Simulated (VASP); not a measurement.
# Os (Fm-3m) in VASP: further runs

Os is run at these levels: LDA; tasks: single point.

Everything below comes from runs of VASP 6.6.1. Logs are shortened: lines on timing, memory, paths and dates and some standing lists are left out, and cuts for length are marked.

**1. The cell of the first run**

Symmetry: Fm-3m, No. 225, cubic system. Conventional cell: a = 3.890 Å, b = 3.890 Å, c = 3.890 Å, α = 90.00°, β = 90.00°, γ = 90.00°. Within 3.6 Å of Os (site symmetry m-3m) lie 12 Os at 2.75 Å.

This isn't the form of Os at room conditions, which is hcp.

**2. Single point, LDA**

Input file INCAR:

```
PREC     = Accurate       # precision mode
ENCUT    = 600            # plane-wave cutoff, eV
EDIFF    = 1E-6           # SCF threshold, eV
ISMEAR   = -1             # smearing method
SIGMA    = 0.1            # smearing width, eV
LREAL    = F              # projectors in reciprocal space
LASPH    = T              # aspherical terms in the spheres
NELM     = 120            # most SCF steps
ALGO     = Normal         # electronic algorithm
ISIF     = 2              # what is computed and relaxed
LWAVE    = F              # write WAVECAR
LCHARG   = F              # write CHGCAR
GGA      = CA             # functional
NBANDS   = 10             # bands
GGA_COMPAT= F
```

Input file KPOINTS:

```
Automatic mesh
0
Gamma
  12 12 12
```

Input file POSCAR:

```
Os
1.0
    0.0000000000      1.9450000000      1.9450000000
    1.9450000000      0.0000000000      1.9450000000
    1.9450000000      1.9450000000      0.0000000000
Os
1
Direct
    0.0000000000      0.0000000000      0.0000000000
```

Potentials or basis: VASP PAW LDA potentials, release 64 (Os).

Started as:

```
cat potpaw_LDA.64/Os/POTCAR > POTCAR
mpirun -np 1 vasp_std > vasp.out
```

OUTCAR:

```text
PREC = Accurate
   ENCUT = 600
   EDIFF = 1E-6
   ISMEAR = -1
   LREAL = F
   LASPH = T
   NELM = 120
   ISIF = 2
   GGA = CA

 ion  position               nearest neighbor table
   1  0.000  0.000  0.000-

  LATTYP: Found a face centered cubic cell.
 ALAT       =     3.8900000000

  Lattice vectors:

 A1 = (   0.0000000000,   1.9450000000,   1.9450000000)
 A2 = (   1.9450000000,   0.0000000000,   1.9450000000)
 A3 = (   1.9450000000,   1.9450000000,   0.0000000000)

Analysis of symmetry for initial positions (statically):
=====================================================================
 Subroutine PRICEL returns:
 Original cell was already a primitive cell.

 Routine SETGRP: Setting up the symmetry group for a
 face centered cubic supercell.

 Subroutine GETGRP returns: Found 48 space group operations
 (whereof 48 operations were pure point group operations)
 out of a pool of 48 trial point group operations.

The static configuration has the point symmetry O_h .

Analysis of symmetry for dynamics (positions and initial velocities):
=====================================================================
 Subroutine PRICEL returns:
 Original cell was already a primitive cell.

 Routine SETGRP: Setting up the symmetry group for a
 face centered cubic supercell.

 Subroutine GETGRP returns: Found 48 space group operations
 (whereof 48 operations were pure point group operations)
 out of a pool of 48 trial point group operations.

The dynamic configuration has the point symmetry O_h .

 Subroutine INISYM returns: Found 48 space group operations
 (whereof 48 operations are pure point group operations),
 and found     1 'primitive' translations

----------------------------------------------------------------------------------------

                                     Primitive cell

  volume of cell :      14.7160

  direct lattice vectors                    reciprocal lattice vectors
     0.000000000  1.945000000  1.945000000    -0.257069409  0.257069409  0.257069409
     1.945000000  0.000000000  1.945000000     0.257069409 -0.257069409  0.257069409
     1.945000000  1.945000000  0.000000000     0.257069409  0.257069409 -0.257069409

  length of vectors
     2.750645379  2.750645379  2.750645379     0.445257277  0.445257277  0.445257277

  position of ions in fractional coordinates (direct lattice)
     0.000000000  0.000000000  0.000000000

  ion indices of the primitive-cell ions
   primitive index   ion index
                 1           1

----------------------------------------------------------------------------------------

 KPOINTS: Automatic mesh

Automatic generation of k-mesh.
 Grid dimensions read from file:
 generate k-points for:   12   12   12

 Generating k-lattice:

  Cartesian coordinates                     Fractional coordinates (reciprocal lattice)
    -0.021422451  0.021422451  0.021422451     0.083333333  0.000000000  0.000000000
     0.021422451 -0.021422451  0.021422451     0.000000000  0.083333333  0.000000000
     0.021422451  0.021422451 -0.021422451     0.000000000  0.000000000  0.083333333

  Length of vectors
     0.037104773  0.037104773  0.037104773

  Shift w.r.t. Gamma in fractional coordinates (k-lattice)
     0.000000000  0.000000000  0.000000000

 Subroutine IBZKPT returns following result:
 ===========================================

 Found     72 irreducible k-points:

 Following reciprocal coordinates:
            Coordinates               Weight
  0.000000  0.000000  0.000000      1.000000
  0.083333  0.000000  0.000000      8.000000
  0.166667  0.000000  0.000000      8.000000
  0.250000  0.000000  0.000000      8.000000
  0.333333  0.000000  0.000000      8.000000
  0.416667  0.000000  0.000000      8.000000
[... 16 lines left out ...]
  0.500000  0.166667  0.000000     24.000000
 -0.416667  0.166667  0.000000     24.000000
 [... further k-points ...]
   k-points           NKPTS =     72   k-points in BZ     NKDIM =     72   number of bands    NBANDS=     10
   number of dos      NEDOS =    301   number of ions     NIONS =      1
   total plane-waves  NPLWV =  13824
   dimension x,y,z NGX =    24 NGY =   24 NGZ =   24
   dimension x,y,z NGXF=    48 NGYF=   48 NGZF=   48
   ions per type =               1
   NGX,Y,Z   is equivalent  to a cutoff of  14.51, 14.51, 14.51 a.u.
   NGXF,Y,Z  is equivalent  to a cutoff of  29.01, 29.01, 29.01 a.u.
 SYSTEM =  unknown system
   PREC   = accura    normal or accurate (medium, high low for compatibility)
   ISTART =      0    job   : 0-new  1-cont  2-samecut
   ICHARG =      2    charge: 1-file 2-atom 10-const
   ISPIN  =      1    spin polarized calculation?
   LNONCOLLINEAR =      F non collinear calculations
   LSORBIT =      F    spin-orbit coupling
   LASPH  =      T    aspherical Exc in radial PAW
   ENCUT  =  600.0 eV  44.10 Ry    6.64 a.u.   5.49  5.49  5.49*2*pi/ulx,y,z
   NELM   =    120;   NELMIN=  2; NELMDL= -5     # of ELM steps
   EDIFF  = 0.1E-05   stopping-criterion for ELM
   LREAL  =      F    real-space projection
[... 7 lines left out ...]
   TEBEG  =    0.0;   TEEND  =   0.0 temperature during run
   PSTRESS=    0.0 pullay stress
   NELECT =       8.0000    total number of electrons
   NUPDOWN=      -1.0000    fix difference up-down
   EMIN   =  10.00;   EMAX   =-10.00  energy-range for DOS
   EFERMI =   0.00;   METHOD = LEGACY
   ISMEAR =    -1;   SIGMA  =   0.10  broadening in eV -4-tet -1-fermi 0-gaus
   EFERMI_NEDOS =   21; number of points for ismear=-14 and -15
   IALGO  =     38    algorithm
   IMIX   =      4    mixing-type and parameters
     AMIX     =   0.40;   BMIX     =  1.00
     AMIX_MAG =   1.60;   BMIX_MAG =  1.00
  volume/ion in A,a.u.               =      14.72        99.31
  Fermi-wavevector in a.u.,A,eV,Ry     =   1.336109  2.524880 24.288947  1.785187
  Thomas-Fermi vector in A             =   2.464761
   LORBIT       =      0    0 simple, 1 ext, 2 COOP (PROOUT), +10 PAW based schemes
   GGA     = CA    functional components
   LHFCALC =     F    Hartree Fock is set to
   AEXX    =    0.0000 exact exchange contribution
   IVDW    =     0    specifies the selected vdW correction
   LEPSILON=     F    determine dielectric tensor
   LRPA    =     F    only Hartree local field effects (RPA)
 non-spin polarized calculation
  energy-cutoff  :      600.00
  volume of cell :       14.72
 maximum number of plane-waves:       531
 NGX is ok and might be reduce to    24
   NGX = 11   NGY = 11   NGZ = 11

 number of electron       8.0000000 magnetization

 Free energy of the ion-electron system (eV)
  ---------------------------------------------------
  ext. energy  EPLUGINS =         0.00000000
  ---------------------------------------------------
  free energy    TOTEN  =       -12.46323515 eV

  energy without entropy =      -12.44297257  energy(sigma->0) =      -12.45310386

 E-fermi :   8.5661     XC(G=0): -13.8942

 val. band max:        8.5605467786   @ k =  -0.3333   0.4167   0.0833
 cond. band min:       8.6146096842   @ k =  -0.4167   0.3333   0.0000
 fundamental gap:      0.0540629057
 Fermi energy:         8.5661085010

 k-point     1 :       0.0000    0.0000    0.0000
  band No.  band energies     occupation
      1      -1.7930      2.00000
      2       5.7091      2.00000
      3       5.7091      2.00000
      4       5.7091      2.00000
      5       8.5402      1.12906
      6       8.5402      1.12906
      7      22.8656      0.00000
      8      28.3395      0.00000
      9      28.3395      0.00000
     10      28.3395      0.00000

 k-point     2 :       0.0833    0.0000    0.0000
  band No.  band energies     occupation
      1      -1.4872      2.00000
      2       5.5359      2.00000
      3       5.8435      2.00000
      4       5.8435      2.00000
      5       8.4499      1.52354
      6       8.4499      1.52354
      7      23.4180      0.00000
      8      26.9430      0.00000
      9      28.8719      0.00000
     10      28.8719      0.00000

 k-point     3 :       0.1667    0.0000    0.0000
  band No.  band energies     occupation
      1      -0.6481      2.00000
      2       5.1818      2.00000
      3       6.1152      2.00000
      4       6.1152      2.00000
      5       8.3587      1.77664
      6       8.3587      1.77664
      7      24.4153      0.00000
      8      25.1232      0.00000
      9      30.3667      0.00000
     10      30.3667      0.00000

 k-point     4 :       0.2500    0.0000    0.0000
  band No.  band energies     occupation
      1       0.4175      2.00000
      2       5.0995      2.00000
      3       6.1597      2.00000
      4       6.1597      2.00000
      5       8.7107      0.38121
      6       8.7107      0.38121
      7      22.5509      0.00000
      8      25.7259      0.00000
      9      32.4408      0.00000
     10      32.4510      0.00000
[... 222 lines left out ...]
 k-point    22 :       0.4167    0.1667    0.0000
  band No.  band energies     occupation
      1       2.0731      2.00000
      2       4.6441      2.00000
      3       5.4009      2.00000
      4       6.8043      2.00000
      5      10.6763      0.00000
      6      10.8142      0.00000
      7      19.7248      0.00000
      8      24.9904      0.00000
      9      27.1810      0.00000
     10      29.5637      0.00000

 k-point    23 :       0.5000    0.1667    0.0000
  band No.  band energies     occupation
      1       2.1803      2.00000
      2       4.7062      2.00000
      3       6.1486      2.00000
      4       6.5510      2.00000
      5      10.8513      0.00000
      6      12.7715      0.00000
      7      17.0000      0.00000
      8      24.2584      0.00000
      9      27.1234      0.00000
     10      27.8470      0.00000

 k-point    24 :      -0.4167    0.1667    0.0000
  band No.  band energies     occupation
      1       2.2547      2.00000
      2       4.7400      2.00000
      3       6.4319      2.00000
      4       6.4743      2.00000
      5      10.2786      0.00000
      6      13.3610      0.00000
      7      16.7605      0.00000
      8      24.1533      0.00000
      9      26.4002      0.00000
     10      28.3831      0.00000

 [... further k-points ...]

------------------------ aborting loop because EDIFF is reached ----------------------------------------

  FORCE on cell =-STRESS in cart. coord.  units (eV):
  Direction    XX          YY          ZZ          XY          YZ          ZX
  --------------------------------------------------------------------------------------
  -------------------------------------------------------------------------------------
  Total       -2.3021768     -2.3021768     -2.3021768      0.0000000     -0.0000000      0.0000000
  in kB     -250.6458066   -250.6458066   -250.6458066      0.0000000     -0.0000000      0.0000000
  external PRESSURE =    -250.6458066 kB  Pullay stress =       0.0000000 kB

 VOLUME and BASIS-vectors are now :
 -----------------------------------------------------------------------------
  energy-cutoff  :      600.00
  volume of cell :       14.72
      direct lattice vectors                 reciprocal lattice vectors
     0.000000000  1.945000000  1.945000000    -0.257069409  0.257069409  0.257069409
     1.945000000  0.000000000  1.945000000     0.257069409 -0.257069409  0.257069409
     1.945000000  1.945000000  0.000000000     0.257069409  0.257069409 -0.257069409

 POSITION                                       TOTAL-FORCE (eV/Angst)
 -----------------------------------------------------------------------------------
      0.00000      0.00000      0.00000        -0.000000      0.000000      0.000000
 -----------------------------------------------------------------------------------
    total drift:                               -0.000000      0.000000     -0.000000

  FREE ENERGIE OF THE ION-ELECTRON SYSTEM (eV)
  ---------------------------------------------------
  free  energy   TOTEN  =       -12.4632351473 eV

  energy  without entropy=      -12.4429725667  energy(sigma->0) =      -12.45310386
```

Run time: 21 s. Hardware: 1 thread of AMD EPYC 7R43 (Zen 3), shared host; peak memory 0.1 GiB.

What came out:

- Free energy: -12.4632 eV
- Pressure: -25.1 GPa
- Band gap on the k mesh: zero (bands 4 and 5 overlap by 3.64 eV)

Caveat: the cell stands under tension; spin-orbit coupling is left out, which moves the levels of the heavy elements.

**3. Single point, LDA**

Input file INCAR:

```
SYSTEM = Os
  PREC = Accurate
  ENCUT = 600
  EDIFF = 1E-6
  ISMEAR = -1
  SIGMA = 0.1
  LREAL = .False.
  LASPH = .True.
  NELM = 120
  ALGO = Normal
  ISIF = 2
  LWAVE = .False.
  LCHARG = .False.
  NBANDS = 10
  GGA_COMPAT = .False.
```

Input file KPOINTS:

```
regular mesh
0
Gamma
  12 12 12
  0 0 0
```

POSCAR is that of step 2.

Potentials or basis: VASP PAW LDA potentials, release 64 (Os).

Started as:

```
cat potpaw_LDA.64/Os/POTCAR > POTCAR
mpirun -np 1 vasp_std > vasp.out
```

Run time: 23 s. Hardware: 1 thread of AMD EPYC 7R43 (Zen 3), shared host; peak memory 0.1 GiB.

Results (log left out):

```
Free energy            : -12.4632 eV
Pressure               : -25.1 GPa
Band gap on the k mesh : zero (bands 4 and 5 overlap by 3.64 eV)
```

Levels at points of the mesh, in eV from the Fermi level:
| k point | band 1 | band 2 | band 3 | band 4 | band 5 | band 6 | band 7 | band 8 |
| --- | --- | --- | --- | --- | --- | --- | --- | --- |
| (0.00, 0.00, 0.00) | -10.36 | -2.86 | -2.86 | -2.86 | -0.03 | -0.03 | 14.30 | 19.77 |
| (0.50, 0.00, 0.00) | -7.28 | -2.99 | -2.99 | -0.15 | 2.20 | 2.20 | 8.32 | 13.83 |
| (0.50, 0.50, 0.00) | -7.11 | -6.45 | 2.17 | 2.29 | 2.83 | 2.83 | 11.43 | 11.94 |

Caveat: the cell stands under tension; spin-orbit coupling is left out, which moves the levels of the heavy elements.
